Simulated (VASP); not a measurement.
# ZnSe (P4/nmm) in VASP: single point with LDA

Aim: the single point of ZnSe with LDA.

All numbers are computed with VASP 6.6.1; they aren't measurements. Logs are shortened: lines on timing, memory, paths and dates and some standing lists are left out, and cuts for length are marked.

## (1) The cell of the first run

It takes space group P4/nmm (No. 129, tetragonal). The conventional cell has a = 4.108 Å, b = 4.108 Å, c = 6.070 Å, α = 90.00°, β = 90.00°, γ = 90.00°. Zn (site symmetry -4m2) has 4 Se at 2.54 Å and 4 Zn at 2.90 Å within 3.4 Å. Within 3.4 Å of Se (site symmetry 4mm) lie 4 Zn at 2.54 Å.

## (2) Single point, LDA

INCAR reads:

```
SYSTEM = ZnSe
PREC = Accurate
ENCUT = 500
EDIFF = 1E-6
ISMEAR = 0
SIGMA = 0.01
LREAL = .False.
LASPH = .True.
NELM = 120
ALGO = Normal
ISIF = 2
LWAVE = .False.
LCHARG = .False.
GGA = CA
NBANDS = 26
GGA_COMPAT = .False.
```

KPOINTS reads:

```
regular mesh
0
Gamma
  3 3 2
  0 0 0
```

POSCAR reads:

```
ZnSe
1.0
    4.1077020000      0.0000000000      0.0000000000
    0.0000000000      4.1077020000      0.0000000000
    0.0000000000      0.0000000000      6.0703500000
Zn Se
2 2
Direct
    0.0000000000      0.0000000000      0.0000000000
    0.5000000000      0.5000000000      0.0000000000
    0.0000000000      0.5000000000      0.2462800000
    0.5000000000      0.0000000000      0.7537200000
```

Potentials or basis: VASP PAW LDA potentials, release 64 (Zn, Se).

Run with:

```sh
$ cat potpaw_LDA.64/Zn/POTCAR potpaw_LDA.64/Se/POTCAR > POTCAR
$ mpirun -np 1 vasp_std > vasp.out
```

OUTCAR:

```text
SYSTEM = ZnSe
   PREC = Accurate
   ENCUT = 500
   EDIFF = 1E-6
   ISMEAR = 0
   LREAL = .False.
   LASPH = .True.
   NELM = 120
   ISIF = 2
   GGA = CA

 ion  position               nearest neighbor table
   1  0.000  0.000  0.000-   3 2.54   4 2.54   3 2.54   4 2.54   2 2.90   2 2.90   2 2.90   2 2.90

   2  0.500  0.500  0.000-   3 2.54   4 2.54   4 2.54   3 2.54   1 2.90   1 2.90   1 2.90   1 2.90

   3  0.000  0.500  0.246-   1 2.54   2 2.54   1 2.54   2 2.54
   4  0.500  0.000  0.754-   1 2.54   2 2.54   2 2.54   1 2.54

  LATTYP: Found a simple tetragonal cell.
 ALAT       =     4.1077020000
 C/A-ratio  =     1.4777970749

  Lattice vectors:

 A1 = (   4.1077020000,   0.0000000000,   0.0000000000)
 A2 = (   0.0000000000,   4.1077020000,   0.0000000000)
 A3 = (   0.0000000000,   0.0000000000,   6.0703500000)

Analysis of symmetry for initial positions (statically):
=====================================================================
 Subroutine PRICEL returns:
 Original cell was already a primitive cell.

 Routine SETGRP: Setting up the symmetry group for a
 simple tetragonal supercell.

 Subroutine GETGRP returns: Found 16 space group operations
 (whereof  8 operations were pure point group operations)
 out of a pool of 16 trial point group operations.

The static configuration has the point symmetry D_2d.
 The point group associated with its full space group is D_4h.

Analysis of symmetry for dynamics (positions and initial velocities):
=====================================================================
 Subroutine PRICEL returns:
 Original cell was already a primitive cell.

 Routine SETGRP: Setting up the symmetry group for a
 simple tetragonal supercell.

 Subroutine GETGRP returns: Found 16 space group operations
 (whereof  8 operations were pure point group operations)
 out of a pool of 16 trial point group operations.

The dynamic configuration has the point symmetry D_2d.
 The point group associated with its full space group is D_4h.

 Subroutine INISYM returns: Found 16 space group operations
 (whereof  8 operations are pure point group operations),
 and found     1 'primitive' translations

----------------------------------------------------------------------------------------

                                     Primitive cell

  volume of cell :     102.4263

  direct lattice vectors                    reciprocal lattice vectors
     4.107702000  0.000000000  0.000000000     0.243445118  0.000000000  0.000000000
     0.000000000  4.107702000  0.000000000     0.000000000  0.243445118  0.000000000
     0.000000000  0.000000000  6.070350000     0.000000000  0.000000000  0.164735147

  length of vectors
     4.107702000  4.107702000  6.070350000     0.243445118  0.243445118  0.164735147

  position of ions in fractional coordinates (direct lattice)
     0.000000000  0.000000000  0.000000000
     0.500000000  0.500000000  0.000000000
     0.000000000  0.500000000  0.246280000
     0.500000000  0.000000000  0.753720000

  ion indices of the primitive-cell ions
   primitive index   ion index
                 1           1
                 2           2
                 3           3
                 4           4

----------------------------------------------------------------------------------------

 KPOINTS: regular mesh

Automatic generation of k-mesh.
 Grid dimensions read from file:
 generate k-points for:    3    3    2

 Generating k-lattice:

  Cartesian coordinates                     Fractional coordinates (reciprocal lattice)
     0.081148373  0.000000000  0.000000000     0.333333333  0.000000000  0.000000000
     0.000000000  0.081148373  0.000000000     0.000000000  0.333333333  0.000000000
     0.000000000  0.000000000  0.082367574     0.000000000  0.000000000  0.500000000

  Length of vectors
     0.081148373  0.081148373  0.082367574

  Shift w.r.t. Gamma in fractional coordinates (k-lattice)
     0.000000000  0.000000000  0.000000000

 Subroutine IBZKPT returns following result:
 ===========================================

 Found      6 irreducible k-points:

 Following reciprocal coordinates:
            Coordinates               Weight
  0.000000  0.000000  0.000000      1.000000
  0.333333  0.000000  0.000000      4.000000
  0.333333  0.333333  0.000000      4.000000
  0.000000  0.000000  0.500000      1.000000
  0.333333  0.000000  0.500000      4.000000
  0.333333  0.333333  0.500000      4.000000
   k-points           NKPTS =      6   k-points in BZ     NKDIM =      6   number of bands    NBANDS=     26
   number of dos      NEDOS =    301   number of ions     NIONS =      4
   total plane-waves  NPLWV =  43200
   dimension x,y,z NGX =    30 NGY =   30 NGZ =   48
   dimension x,y,z NGXF=    60 NGYF=   60 NGZF=   96
   ions per type =               2   2
   NGX,Y,Z   is equivalent  to a cutoff of  12.14, 12.14, 13.15 a.u.
   NGXF,Y,Z  is equivalent  to a cutoff of  24.28, 24.28, 26.29 a.u.
 SYSTEM =  ZnSe
   PREC   = accura    normal or accurate (medium, high low for compatibility)
   ISTART =      0    job   : 0-new  1-cont  2-samecut
   ICHARG =      2    charge: 1-file 2-atom 10-const
   ISPIN  =      1    spin polarized calculation?
   LNONCOLLINEAR =      F non collinear calculations
   LSORBIT =      F    spin-orbit coupling
   LASPH  =      T    aspherical Exc in radial PAW
   ENCUT  =  500.0 eV  36.75 Ry    6.06 a.u.   7.49  7.49 11.07*2*pi/ulx,y,z
   NELM   =    120;   NELMIN=  2; NELMDL= -5     # of ELM steps
   EDIFF  = 0.1E-05   stopping-criterion for ELM
   LREAL  =      F    real-space projection
   EDIFFG = 0.1E-04   stopping-criterion for IOM
   NSW    =      0    number of steps for IOM
   IBRION =     -1    ionic relax: 0-MD 1-quasi-New 2-CG
   NFREE  =      0    steps in history (QN), initial steepest desc. (CG)
   ISIF   =      2    stress and relaxation
   ISYM   =      2    0-nonsym 1-usesym 2-fastsym
   POTIM  = 0.5000    time-step for ionic-motion
   TEBEG  =    0.0;   TEEND  =   0.0 temperature during run
   PSTRESS=    0.0 pullay stress
   NELECT =      36.0000    total number of electrons
   NUPDOWN=      -1.0000    fix difference up-down
   EMIN   =  10.00;   EMAX   =-10.00  energy-range for DOS
   EFERMI =   0.00;   METHOD = LEGACY
   ISMEAR =     0;   SIGMA  =   0.01  broadening in eV -4-tet -1-fermi 0-gaus
   EFERMI_NEDOS =   21; number of points for ismear=-14 and -15
   IALGO  =     38    algorithm
   IMIX   =      4    mixing-type and parameters
     AMIX     =   0.40;   BMIX     =  1.00
     AMIX_MAG =   1.60;   BMIX_MAG =  1.00
  volume/ion in A,a.u.               =      25.61       172.80
  Fermi-wavevector in a.u.,A,eV,Ry     =   1.155328  2.183253 18.160809  1.334782
  Thomas-Fermi vector in A             =   2.291957
   LORBIT       =      0    0 simple, 1 ext, 2 COOP (PROOUT), +10 PAW based schemes
   GGA     = CA    functional components
   LHFCALC =     F    Hartree Fock is set to
   AEXX    =    0.0000 exact exchange contribution
   IVDW    =     0    specifies the selected vdW correction
   LEPSILON=     F    determine dielectric tensor
   LRPA    =     F    only Hartree local field effects (RPA)
 non-spin polarized calculation
 Gauss-broadening in eV      SIGMA  =   0.01
  energy-cutoff  :      500.00
  volume of cell :      102.43
 maximum number of plane-waves:      2638
 NGX is ok and might be reduce to    30
   NGX = 15   NGY = 15   NGZ = 23

 number of electron      35.9999972 magnetization

 Free energy of the ion-electron system (eV)
  ---------------------------------------------------
  ext. energy  EPLUGINS =         0.00000000
  ---------------------------------------------------
  free energy    TOTEN  =       -13.62587916 eV

  energy without entropy =      -13.62587916  energy(sigma->0) =      -13.62587916

 E-fermi :   0.6102     XC(G=0):  -9.0537

 val. band max:        0.5621753091   @ k =   0.0000   0.0000   0.0000
 cond. band min:       2.2650825694   @ k =   0.0000   0.0000   0.0000
 fundamental gap:      1.7029072602
 Fermi energy:         0.6102102460

 k-point     1 :       0.0000    0.0000    0.0000
  band No.  band energies     occupation
      1     -12.3496      2.00000
      2     -11.4200      2.00000
      3      -6.3309      2.00000
      4      -6.3146      2.00000
      5      -6.2403      2.00000
      6      -6.2403      2.00000
[... 18 lines left out ...]
     25      10.1983      0.00000
     26      10.9245      0.00000

 k-point     2 :       0.3333    0.0000    0.0000
  band No.  band energies     occupation
      1     -11.9575      2.00000
      2     -11.4649      2.00000
      3      -6.2324      2.00000
      4      -6.1293      2.00000
      5      -6.1016      2.00000
      6      -6.0900      2.00000
[... 18 lines left out ...]
     25       7.8307      0.00000
     26       7.9896      0.00000

 k-point     3 :       0.3333    0.3333    0.0000
  band No.  band energies     occupation
      1     -11.6562      2.00000
      2     -11.3951      2.00000
      3      -6.3886      2.00000
      4      -6.1470      2.00000
      5      -6.0639      2.00000
      6      -6.0551      2.00000
[... 18 lines left out ...]
     25       9.1838      0.00000
     26       9.4252      0.00000

 k-point     4 :       0.0000    0.0000    0.5000
  band No.  band energies     occupation
      1     -12.2254      2.00000
      2     -11.5841      2.00000
      3      -6.3309      2.00000
      4      -6.2611      2.00000
      5      -6.2472      2.00000
      6      -6.2452      2.00000
[... 18 lines left out ...]
     25       8.3877      0.00000
     26       8.5720      0.00000

 k-point     5 :       0.3333    0.0000    0.5000
  band No.  band energies     occupation
      1     -11.8797      2.00000
      2     -11.5423      2.00000
      3      -6.2336      2.00000
      4      -6.1399      2.00000
      5      -6.1028      2.00000
      6      -6.0871      2.00000
[... 18 lines left out ...]
     25       7.5523      0.00000
     26       8.3469      0.00000

 k-point     6 :       0.3333    0.3333    0.5000
  band No.  band energies     occupation
      1     -11.6107      2.00000
      2     -11.4346      2.00000
      3      -6.3884      2.00000
      4      -6.1423      2.00000
      5      -6.0653      2.00000
      6      -6.0248      2.00000
[... 18 lines left out ...]
     25       8.8435      0.00000
     26       9.2165      0.00000

------------------------ aborting loop because EDIFF is reached ----------------------------------------

  FORCE on cell =-STRESS in cart. coord.  units (eV):
  Direction    XX          YY          ZZ          XY          YZ          ZX
  --------------------------------------------------------------------------------------
  -------------------------------------------------------------------------------------
  Total       -2.4823933     -2.4823933     -2.6931246      0.0000000      0.0000000      0.0000000
  in kB      -38.8301958    -38.8301958    -42.1265062      0.0000000      0.0000000      0.0000000
  external PRESSURE =     -39.9289660 kB  Pullay stress =       0.0000000 kB

 VOLUME and BASIS-vectors are now :
 -----------------------------------------------------------------------------
  energy-cutoff  :      500.00
  volume of cell :      102.43
      direct lattice vectors                 reciprocal lattice vectors
     4.107702000  0.000000000  0.000000000     0.243445118  0.000000000  0.000000000
     0.000000000  4.107702000  0.000000000     0.000000000  0.243445118  0.000000000
     0.000000000  0.000000000  6.070350000     0.000000000  0.000000000  0.164735147

 POSITION                                       TOTAL-FORCE (eV/Angst)
 -----------------------------------------------------------------------------------
      0.00000      0.00000      0.00000         0.000000     -0.000000      0.000000
      2.05385      2.05385      0.00000        -0.000000      0.000000      0.000000
      0.00000      2.05385      1.49501         0.000000     -0.000000     -0.591388
      2.05385      0.00000      4.57534         0.000000      0.000000      0.591388
 -----------------------------------------------------------------------------------
    total drift:                                0.000000      0.000000     -0.000000

  FREE ENERGIE OF THE ION-ELECTRON SYSTEM (eV)
  ---------------------------------------------------
  free  energy   TOTEN  =       -13.6258791609 eV

  energy  without entropy=      -13.6258791609  energy(sigma->0) =      -13.62587916
```

It took 7 s on 1 thread of Intel Xeon 6975P-C (Granite Rapids), shared host; peak memory 0.16 GiB.

Results:

```
Free energy            : -13.6259 eV
Pressure               : -4.0 GPa
Largest force          : 0.591 eV/Å
Band gap on the k mesh : 1.70 eV, direct
```

Forces in eV/Å, atoms in the order of the input:
```
Zn   0.000  0.000  0.000
Zn   0.000  0.000  0.000
Se   0.000  0.000 -0.591
Se   0.000  0.000  0.591
```

Levels at points of the mesh, in eV from the valence-band top:
```
           k point  band 14  band 15  band 16  band 17  band 18  band 19  band 20  band 21  band 22  band 23
(0.00, 0.00, 0.00)    -2.15    -2.15    -0.01     0.00     0.00     1.70     1.73     2.84     5.63     5.77
(0.00, 0.00, 0.50)    -2.01    -2.01    -1.19    -0.28    -0.28     1.83     3.19     3.51     5.09     6.36
```

Caveat: the k points lie up to 0.52 Å⁻¹ apart. A k mesh can miss the band edges.
